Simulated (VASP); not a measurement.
Here is a VASP 6.6.1 calculation.

Contents of INCAR:

```
SYSTEM = Hg
ALGO = Fast ; EDIFF = 1E-7
ENCUT = 520 ; GGA = PE
ISIF = 2 ; ISMEAR = 0
LASPH = .True. ; LCHARG = .False.
LREAL = .False. ; LWAVE = .False.
NBANDS = 19 ; NELM = 60
PREC = Accurate ; SIGMA = 0.1
```

Contents of KPOINTS:

```
k-points
0
Gamma
  10 10 14
  0 0 0
```

The input POSCAR:

```
Hg
1.0
    4.7555647509      0.0000000000      0.0000000000
    0.0000000000      4.1677904611      0.0000000000
   -0.5467083952      0.0000000000      3.1146691903
Hg
2
Direct
    0.5000000000      0.0000000000      0.5000000000
    0.0000000000      0.5000000000      0.5000000000
```

Potentials or basis: VASP PAW PBE potentials, release 64 (Hg).

Command:

```sh
$ cat potpaw_PBE.64/Hg/POTCAR > POTCAR
$ mpirun -np 1 vasp_std > vasp.out
```

(1) Predict the band gap on the k mesh.

(2) What does it give for the pressure?

## Answers

(1) zero (bands 12 and 13 overlap by 2.42 eV).

(2) -0.4 GPa.

Caveat: the cell differs from its parent crystal (equal strain along all axes, cell held: +2.0 %); spin-orbit coupling is left out, which moves the levels of the heavy elements.
